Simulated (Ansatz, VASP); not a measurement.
## BaTiO3 in VASP and in Ansatz

```
Ba Ti O
1.0
     3.80781    0.00000    0.00000
     0.00000    2.72962    3.03021
     0.00000   -2.72962    3.03021
Ba Ti O
1 1 3
Cartesian
  0.0000 0.0000 0.0490
  1.9039 0.0000 3.1497
  0.0000 0.0000 2.9795
  1.9039 -1.3353 4.4750
  1.9039 1.3353 4.4750
```

Change from the starting cell: strain -0.050 along x and y, +0.050 along z, atoms carried along.

Alike in both runs: task single point; functional PBE; k mesh 6 × 6 × 6; occupations gaussian, width 0.05 eV; no spin polarisation; Hubbard terms Ti d U = 4.0 eV.

```csv
,VASP,Ansatz
version,VASP 6.6.1,Ansatz 0.2.0
potentials or method,"VASP PAW PBE potentials, release 64 (Ba_sv, Ti_sv, O), cutoff 520 eV","scalar-relativistic, plane waves, PAW"
valence electrons in the cell,40,40
```

```csv
,VASP,Ansatz,Ansatz less VASP
gap on the k mesh at the Fermi level (eV),2.33,2.37,+0.033
least direct gap on the mesh (eV),2.57,2.60,+0.033
pressure (GPa),15.3,11.0,-4.27
"traceless stress, the component that is largest in VASP (GPa)",-16.25,-15.50,+0.745
rms of the force components (eV/Å),0.253,0.133,-0.1206
```

The programs project onto different local orbitals, so the same U acts differently, and such runs can settle in different states. Atom by atom the forces differ by 0.222 eV/Å (rms over components).

Spin-orbit coupling is off throughout.
